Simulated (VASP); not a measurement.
Wanted: the native input for a VASP 6.6.1 run.

- Task: single point
- Functional: PBEsol
- Potentials or basis: VASP PAW PBE potentials, release 64 (Sn_d, Te)
- Cutoff: 520 eV
- k mesh: 10 × 10 × 10
- Occupations: gaussian, width 0.03 eV
- Spin: no spin polarisation
- Dipole correction: no
- Further INCAR settings: ALGO = Normal; EDIFF = 1e-06; NBANDS = 17

The structure of SnTe lies in POSCAR:

```
SnTe
1.0
    0.0000000000      3.1407175000      3.1565000000
    3.1565000000      0.0000000000      3.1565000000
    3.1565000000      3.1407175000      0.0000000000
Sn Te
1 1
Direct
    0.0000000000      0.0000000000      0.0000000000
    0.5000000000      0.5000000000      0.5000000000
```

This cell differs from its parent crystal: strain -0.0050 x Voigt [0, 1, 0, 0, 0, 0].

These files were run (other wordings do the same):

INCAR

```
SYSTEM = SnTe
  PREC = Accurate
  ENCUT = 520
  EDIFF = 1E-6
  ISMEAR = 0
  SIGMA = 0.03
  LREAL = .False.
  LASPH = .True.
  NELM = 80
  ALGO = Normal
  ISIF = 2
  LWAVE = .False.
  LCHARG = .False.
  GGA = PS
  NBANDS = 17
```

KPOINTS

```
regular mesh
0
Gamma
  10 10 10
  0 0 0
```

Potentials or basis: VASP PAW PBE potentials, release 64 (Sn_d, Te).

Launch:

```sh
$ cat potpaw_PBE.64/Sn_d/POTCAR potpaw_PBE.64/Te/POTCAR > POTCAR
$ mpirun -np 1 vasp_std > vasp.out
```

Results of the run:

The pressure is -0.3 GPa. The band gap on the k mesh is 0.14 eV.

Caveat: the cell differs from its parent crystal (strain -0.0050 x Voigt [0, 1, 0, 0, 0, 0]); the PAW data sets were made with another functional, which shifts forces and pressure a little; spin-orbit coupling is left out, which moves the levels of the heavy elements.

Run time: 110 s on 1 thread of Intel Xeon 8259CL, on a shared host, peak memory 0.28 GiB.
